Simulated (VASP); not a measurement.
# GaN: single point with PBE

The system is GaN.

```
Ga N
1.0
     0.00000    2.27421    2.27421
     2.27421    0.00000    2.27421
     2.27421    2.27421    0.00000
Ga N
1 1
Direct
  0.00000 0.00000 0.00000
  0.75000 0.75000 0.75000
```

```
Program             : VASP 6.6.1
Task                : single point
Functional          : PBE
Potentials or basis : VASP PAW PBE potentials, release 64 (Ga_d, N)
Cutoff              : 520 eV
k mesh              : 8 × 8 × 8
Occupations         : fermi-dirac, width 0.02 eV
Spin                : no spin polarisation
```

```yaml
Pressure: 0.1 GPa
Band_gap_on_the_k_mesh: 1.55 eV, direct
```

Levels at points of the mesh, in eV from the valence-band top:
```
           k point  band 7  band 8  band 9  band 10  band 11  band 12
(0.00, 0.00, 0.00)    0.00    0.00    0.00     1.55    10.13    10.13
(0.50, 0.00, 0.00)   -6.86   -0.93   -0.93     4.45     8.59    10.22
(0.50, 0.50, 0.00)   -6.01   -2.61   -2.61     3.34     6.50    11.52
```

Run time: 35 s on 1 thread of AMD EPYC 7R13, with other jobs on the host, peak memory 0.11 GiB.
